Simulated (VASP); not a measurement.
# NaHgH3 (P1) in VASP: single point with PBEsol

Aim: the single point of NaHgH3 with PBEsol.

All numbers are computed with VASP 6.6.1; they aren't measurements. Logs are shortened: lines on timing, memory, paths and dates and some standing lists are left out, and cuts for length are marked.

### 1 The cell of the first run

The typed cell holds 10 atoms: a = 3.920 Å, b = 7.839 Å, c = 3.920 Å, α = 89.91°, β = 89.79°, γ = 90.05°.

### 2 Single point, PBEsol

INCAR reads:

```
SYSTEM = NaHgH3
PREC = Accurate
ENCUT = 520
EDIFF = 1E-6
ISMEAR = -1
SIGMA = 0.05
LREAL = .FALSE.
LASPH = .TRUE.
NELM = 60
ALGO = Normal
ISIF = 2
LWAVE = .FALSE.
LCHARG = .FALSE.
GGA = PS
NBANDS = 33
```

KPOINTS reads:

```
Automatic mesh
0
G
  4 2 4
  0 0 0
```

POSCAR reads:

```
NaHgH3
1.0
    3.9204676127     -0.0017239229      0.0073626995
   -0.0033581854      7.8394806471      0.0062364036
    0.0072340260      0.0031279806      3.9202531510
Na Hg H
2 2 6
Direct
    0.0194471828     -0.0011404582     -0.0002736617
    0.0196121564      0.4987968651     -0.0002558305
    0.5197262257      0.2487512207      0.4998258126
    0.5194902549      0.7487655493      0.4996248766
    0.0197155718      0.2487323436      0.4997914262
    0.5195862946     -0.0016956644      0.4997405772
    0.5197196845      0.2487402931     -0.0001735050
    0.0194869116      0.7487727860      0.4995527660
    0.5195080194      0.4992110029      0.4997584122
    0.5194619052      0.7487680828     -0.0003523006
```

Potentials or basis: VASP PAW PBE potentials, release 64 (Na_pv, Hg, H).

Started as:

```bash
> cat potpaw_PBE.64/Na_pv/POTCAR potpaw_PBE.64/Hg/POTCAR potpaw_PBE.64/H/POTCAR > POTCAR
> mpirun -np 1 vasp_std > vasp.out
```

OUTCAR:

```text
SYSTEM = NaHgH3
   PREC = Accurate
   ENCUT = 520
   EDIFF = 1E-6
   ISMEAR = -1
   LREAL = .FALSE.
   LASPH = .TRUE.
   NELM = 60
   ISIF = 2
   GGA = PS

 ion  position               nearest neighbor table
   1  0.019  0.999  1.000-
   2  0.020  0.499  1.000-
   3  0.520  0.249  0.500-   7 1.96   7 1.96   5 1.96   5 1.96   6 1.96   9 1.96
   4  0.519  0.749  0.500-   6 1.96   9 1.96  10 1.96  10 1.96   8 1.96   8 1.96
   5  0.020  0.249  0.500-   3 1.96   3 1.96
   6  0.520  0.998  0.500-   4 1.96   3 1.96
   7  0.520  0.249  1.000-   3 1.96   3 1.96
   8  0.019  0.749  0.500-   4 1.96   4 1.96
   9  0.520  0.499  0.500-   4 1.96   3 1.96
  10  0.519  0.749  1.000-   4 1.96   4 1.96

  LATTYP: Found a triclinic cell.
 ALAT       =     3.9204749054
 B/A-ratio  =     2.2365084789
 C/A-ratio  =     0.9999454576
 COS(alpha) =     0.0002406877
 COS(beta)  =     0.0037229460
 COS(gamma) =     0.4479003222

  Lattice vectors:

 A1 = (  -3.9204676127,   0.0017239229,  -0.0073626995)
 A2 = (  -3.9238257981,   7.8412045700,  -0.0011262959)
 A3 = (  -0.0072340260,  -0.0031279806,  -3.9202531510)

Analysis of symmetry for initial positions (statically):
=====================================================================
 Subroutine PRICEL returns:
 Original cell was already a primitive cell.

 Routine SETGRP: Setting up the symmetry group for a
 triclinic supercell.

 Subroutine GETGRP returns: Found  1 space group operations
 (whereof  1 operations were pure point group operations)
 out of a pool of  2 trial point group operations.

The static configuration has the point symmetry C_1 .

Analysis of symmetry for dynamics (positions and initial velocities):
=====================================================================
 Subroutine PRICEL returns:
 Original cell was already a primitive cell.

 Routine SETGRP: Setting up the symmetry group for a
 triclinic supercell.

 Subroutine GETGRP returns: Found  1 space group operations
 (whereof  1 operations were pure point group operations)
 out of a pool of  2 trial point group operations.

The dynamic configuration has the point symmetry C_1 .

 Subroutine INISYM returns: Found  1 space group operations
 (whereof  1 operations are pure point group operations),
[... 105 lines left out ...]
   ENCUT  =  520.0 eV  38.22 Ry    6.18 a.u.   7.29 14.58  7.29*2*pi/ulx,y,z
   NELM   =     60;   NELMIN=  2; NELMDL= -5     # of ELM steps
   EDIFF  = 0.1E-05   stopping-criterion for ELM
   LREAL  =      F    real-space projection
   EDIFFG = 0.1E-04   stopping-criterion for IOM
   NSW    =      0    number of steps for IOM
   IBRION =     -1    ionic relax: 0-MD 1-quasi-New 2-CG
   NFREE  =      0    steps in history (QN), initial steepest desc. (CG)
   ISIF   =      2    stress and relaxation
   ISYM   =      2    0-nonsym 1-usesym 2-fastsym
   POTIM  = 0.5000    time-step for ionic-motion
   TEBEG  =    0.0;   TEEND  =   0.0 temperature during run
   PSTRESS=    0.0 pullay stress
   NELECT =      44.0000    total number of electrons
   NUPDOWN=      -1.0000    fix difference up-down
   EMIN   =  10.00;   EMAX   =-10.00  energy-range for DOS
[... 5 lines left out ...]
     AMIX     =   0.40;   BMIX     =  1.00
     AMIX_MAG =   1.60;   BMIX_MAG =  1.00
  volume/ion in A,a.u.               =      12.05        81.31
  Fermi-wavevector in a.u.,A,eV,Ry     =   1.170164  2.211289 18.630224  1.369283
  Thomas-Fermi vector in A             =   2.306626
   LORBIT       =      0    0 simple, 1 ext, 2 COOP (PROOUT), +10 PAW based schemes
   GGA     = PS    functional components
   LHFCALC =     F    Hartree Fock is set to
   AEXX    =    0.0000 exact exchange contribution
   IVDW    =     0    specifies the selected vdW correction
   LEPSILON=     F    determine dielectric tensor
   LRPA    =     F    only Hartree local field effects (RPA)
 non-spin polarized calculation
  energy-cutoff  :      520.00
  volume of cell :      120.49
 maximum number of plane-waves:      3268
 NGX is ok and might be reduce to    30
   NGX = 15   NGY = 29   NGZ = 15

 number of electron      44.0000021 magnetization

 Free energy of the ion-electron system (eV)
  ---------------------------------------------------
  ext. energy  EPLUGINS =         0.00000000
  ---------------------------------------------------
  free energy    TOTEN  =       -22.66696705 eV

  energy without entropy =      -22.64624825  energy(sigma->0) =      -22.65660765

 E-fermi :   2.3162     XC(G=0):  -9.2431

 val. band max:        2.3102428465   @ k =  -0.2500   0.5000   0.2500
 cond. band min:       2.3183329646   @ k =  -0.2500   0.5000   0.2500
 fundamental gap:      0.0080901181
 Fermi energy:         2.3161931186

 k-point     1 :       0.0000    0.0000    0.0000
  band No.  band energies     occupation
      1     -22.7939      2.00000
      2     -22.7805      2.00000
      3     -22.7802      2.00000
      4     -22.7799      2.00000
      5     -22.7794      2.00000
      6     -22.7789      2.00000
[... 709 lines left out ...]
     32       9.3558      0.00000
     33      12.9556      0.00000

------------------------ aborting loop because EDIFF is reached ----------------------------------------

  FORCE on cell =-STRESS in cart. coord.  units (eV):
  Direction    XX          YY          ZZ          XY          YZ          ZX
  --------------------------------------------------------------------------------------
  -------------------------------------------------------------------------------------
  Total        0.0687034      0.0834409      0.0724834      0.0018903     -0.0031459     -0.0075110
  in kB        0.9135906      1.1095630      0.9638556      0.0251366     -0.0418335     -0.0998780
  external PRESSURE =       0.9956698 kB  Pullay stress =       0.0000000 kB

 VOLUME and BASIS-vectors are now :
 -----------------------------------------------------------------------------
  energy-cutoff  :      520.00
  volume of cell :      120.49
      direct lattice vectors                 reciprocal lattice vectors
     3.920467613 -0.001723923  0.007362700     0.255072546  0.000109640 -0.000470772
    -0.003358185  7.839480647  0.006236404     0.000056282  0.127559576 -0.000101884
     0.007234026  0.003127981  3.920253151    -0.000479146 -0.000203130  0.255086614

 POSITION                                       TOTAL-FORCE (eV/Angst)
 -----------------------------------------------------------------------------------
      0.08012      7.83363      3.92555        -0.000018      0.000132      0.000047
      0.08245      3.91340      3.92251        -0.000396     -0.000102      0.000015
      2.04035      1.95075      1.96482        -0.000542      0.000405     -0.000216
      2.03774      5.87060      1.96715        -0.000002     -0.000095      0.000402
      0.08007      1.95146      1.96101        -0.000217      0.000173      0.000131
      2.03728      7.82685      1.96916         0.000183      0.008578     -0.000052
      2.04394      1.95223      3.92495         0.000045      0.000094     -0.000330
      0.07750      5.87152      1.96319         0.000196     -0.000160      0.000443
      2.03865      3.91422      1.96612         0.000510     -0.008912     -0.000110
      2.04125      5.87218      3.92737         0.000241     -0.000111     -0.000331
 -----------------------------------------------------------------------------------
    total drift:                               -0.000783      0.000673      0.000105

  FREE ENERGIE OF THE ION-ELECTRON SYSTEM (eV)
  ---------------------------------------------------
  free  energy   TOTEN  =       -22.6669670488 eV

  energy  without entropy=      -22.6462482517  energy(sigma->0) =      -22.65660765
```

OSZICAR:

```text
N       E                     dE             d eps       ncg     rms          rms(c)
DAV:   1     0.383788518642E+03    0.38379E+03   -0.20482E+04  1320   0.141E+03
DAV:   2    -0.550282220059E+00   -0.38434E+03   -0.36515E+03  1344   0.387E+02
DAV:   3    -0.239472121491E+02   -0.23397E+02   -0.23065E+02  1567   0.104E+02
DAV:   4    -0.243727350709E+02   -0.42552E+00   -0.42417E+00  1461   0.138E+01
DAV:   5    -0.243778974647E+02   -0.51624E-02   -0.51618E-02  1551   0.156E+00    0.121E+01
DAV:   6    -0.228601968095E+02    0.15177E+01   -0.25798E+00  1580   0.142E+01    0.893E+00
DAV:   7    -0.226855737415E+02    0.17462E+00   -0.73548E-01  1510   0.413E+00    0.406E+00
DAV:   8    -0.226672277278E+02    0.18346E-01   -0.82355E-02  1560   0.193E+00    0.448E-01
DAV:   9    -0.226669092734E+02    0.31845E-03   -0.61023E-03  1490   0.664E-01    0.269E-01
DAV:  10    -0.226669803601E+02   -0.71087E-04   -0.95694E-04  1395   0.224E-01    0.517E-02
DAV:  11    -0.226669697016E+02    0.10658E-04   -0.42629E-05  1520   0.391E-02    0.224E-02
DAV:  12    -0.226669674948E+02    0.22068E-05   -0.10655E-05  1563   0.301E-02    0.441E-03
DAV:  13    -0.226669670488E+02    0.44594E-06   -0.13216E-06   836   0.127E-02
   1 F= -.22666967E+02 E0= -.22656608E+02  d E =-.207188E-01
```

stdout:

```text
POSCAR found type information on POSCAR NaHgH
 POSCAR found :  3 types and      10 ions
 scaLAPACK will be used
 -----------------------------------------------------------------------------
|                                                                             |
|                                                                             |
|     You enforced a specific xc type in the INCAR file but a different       |
|     I HOPE YOU KNOW WHAT YOU ARE DOING!                                     |
|                                                                             |
 -----------------------------------------------------------------------------

 LDA part: xc-table for (Slater+PW92), standard interpolation
 POSCAR, INCAR and KPOINTS ok, starting setup
 FFT: planning ... GRIDC
 FFT: planning ... GRID_SOFT
 FFT: planning ... GRID
 WAVECAR not read
 entering main loop
```

It took 47 s on 1 thread of Intel Xeon 6975P-C (Granite Rapids), shared host; peak memory 0.25 GiB.

Results:

```yaml
Free_energy: -22.6670 eV
Pressure: 0.1 GPa
Largest_force: 0.009 eV/Å
Band_gap_on_the_k_mesh: zero (band 22 reaches 3.52 eV, above the bottom of band 23 at -1.18 eV)
```

Forces in eV/Å, atoms in the order of the input:
```
Na   0.000  0.000  0.000
Na   0.000  0.000  0.000
Hg  -0.001  0.000  0.000
Hg   0.000  0.000  0.000
H    0.000  0.000  0.000
H    0.000  0.009  0.000
H    0.000  0.000  0.000
H    0.000  0.000  0.000
H    0.001 -0.009  0.000
H    0.000  0.000  0.000
```

Caveat: the k points lie up to 0.40 Å⁻¹ apart; the PAW data sets were made with another functional, which shifts forces and pressure a little; spin-orbit coupling is left out, which moves the levels of the heavy elements.
